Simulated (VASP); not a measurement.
Set up this calculation in VASP 6.6.1, as the native input.

* Task: single point
* Functional: PBEsol
* Potentials or basis: VASP PAW PBE potentials, release 64 (Pb_d)
* Cutoff: 520 eV
* k mesh: 9 × 9 × 5
* Occupations: fermi-dirac, width 0.05 eV
* Spin: no spin polarisation
* Dipole correction: no
* Further INCAR settings: ALGO = Normal; EDIFF = 1e-06; NBANDS = 21

The structure of Pb lies in POSCAR:

```
Pb
1.0
    3.3894014137      0.0000000000      0.0000000000
   -1.6947007069      2.9353077279      0.0000000000
    0.0000000000      0.0000000000      5.7707100016
Pb
2
Direct
    0.6666666667      0.3333333333      0.7500000000
    0.3333333333      0.6666666667      0.2500000000
```

One way to write it, as run:

INCAR

```
SYSTEM = Pb
PREC = Accurate
ENCUT = 520
EDIFF = 1E-6
ISMEAR = -1
SIGMA = 0.05
LREAL = .False.
LASPH = .True.
NELM = 80
ALGO = Normal
ISIF = 2
LWAVE = .False.
LCHARG = .True.
GGA = PS
LELF = .True.
LVHAR = .True.
NBANDS = 21
```

KPOINTS

```
Automatic mesh
0
Gamma
  9 9 5
  0 0 0
```

Potentials or basis: VASP PAW PBE potentials, release 64 (Pb_d).

The run is started by

```console
$ cat potpaw_PBE.64/Pb_d/POTCAR > POTCAR
$ mpirun -np 1 vasp_std > vasp.out
```

Results of the run:

| Property | Result |
| --- | --- |
| Pressure | 1.9 GPa |
| Band gap on the k mesh | zero (band 14 reaches 14.11 eV, above the bottom of band 15 at 5.66 eV) |

Caveat: the PAW data sets were made with another functional, which shifts forces and pressure a little; spin-orbit coupling is left out, which moves the levels of the heavy elements.

Wall time 21 s on 1 thread of AMD EPYC 9R45 96-Core Processor (Zen 5), on a shared host, peak memory 0.17 GiB.
